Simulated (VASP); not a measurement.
Wanted: the native input for a VASP 6.6.1 run.

- Task: single point
- Functional: PBEsol
- Potentials or basis: VASP PAW PBE potentials, release 64 (Be)
- Cutoff: 520 eV
- k mesh: 13 × 13 × 8
- Occupations: fermi-dirac, width 0.05 eV
- Spin: no spin polarisation
- Dipole correction: no
- Further INCAR settings: ALGO = Normal; EDIFF = 1e-07; NBANDS = 9

The structure of Be lies in POSCAR:

```
Be
1.0
    2.1606576336      0.0000000000      0.0000000000
   -1.0803288168      1.8711843996      0.0000000000
    0.0000000000      0.0000000000      3.4067293072
Be
2
Direct
    0.6666666667      0.3333333333      0.7500000000
    0.3333333333      0.6666666667      0.2500000000
```

One way to write it, as run:

INCAR

```
PREC = Accurate ; ENCUT = 520
EDIFF = 1E-7 ; ISMEAR = -1
SIGMA = 0.05 ; LREAL = False
LASPH = True ; NELM = 100
ALGO = Normal ; ISIF = 2
LWAVE = False ; LCHARG = False
GGA = PS ; NBANDS = 9
```

KPOINTS

```
regular mesh
0
Gamma
  13 13 8
```

Potentials or basis: VASP PAW PBE potentials, release 64 (Be).

Run with:

```bash
$ cat potpaw_PBE.64/Be/POTCAR > POTCAR
$ mpirun -np 1 vasp_std > vasp.out
```

It gave:

```
Pressure               : 20.5 GPa
Band gap on the k mesh : zero (band 2 reaches 9.34 eV, above the bottom of band 3 at 7.66 eV)
```

Caveat: the PAW data sets were made with another functional, which shifts forces and pressure a little.

Run time: 16 s on 1 thread of AMD EPYC 7571, with other jobs on the host, peak memory 0.09 GiB.
